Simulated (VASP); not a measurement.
The system is Sb.

```
Sb
1.0
     2.15420    1.24373    3.75800
    -2.15420    1.24373    3.75800
     0.00000   -2.48746    3.75800
Sb
2
Cartesian
  0.0000 0.0000 2.6324
  0.0000 0.0000 8.6416
```

| Item | Value |
| --- | --- |
| Program | VASP 6.6.1 |
| Task | relaxation of cell and atoms |
| Functional | PBE |
| Dispersion | D3(BJ) |
| Potentials or basis | VASP PAW PBE potentials, release 64 (Sb) |
| Cutoff | 600 eV |
| k mesh | 12 × 12 × 12 |
| Occupations | gaussian, width 0.1 eV |
| Spin | no spin polarisation |

At the start: pressure 0.2 GPa; volume 30.21 Å³/atom.

Q: Where does the relaxation end?

A: Over 10 steps the energy falls by 4.8 meV/atom and the volume is 29.71 Å³/atom (-1.6 %); space group R-3m (No. 166, to 0.1 Å) before and after.

The path:
```csv
step,energy change (eV),largest force (eV/Å),pressure (GPa),volume (Å³)
1,0.0000,0.2373,0.19,60.41
2,-0.0042,0.0970,-0.46,60.73
3,-0.0045,0.0378,-0.75,60.87
4,-0.0075,0.0169,-0.46,60.32
5,-0.0093,0.0108,-0.02,59.55
6,-0.0094,0.0144,0.05,59.44
7,-0.0095,0.0119,0.02,59.45
8,-0.0096,0.0072,-0.04,59.48
9,-0.0096,0.0082,-0.03,59.47
10,-0.0096,0.0006,0.02,59.43
```

Final structure:
```yaml
crystal:
  lattice:
    - [2.16201, 1.24824, 3.67000]
    - [-2.16201, 1.24824, 3.67000]
    - [0.00000, -2.49648, 3.67000]
  atoms:
    - { symbol: Sb, position: [0.23672, 0.23672, 0.23672] }
    - { symbol: Sb, position: [0.76328, 0.76328, 0.76328] }
```
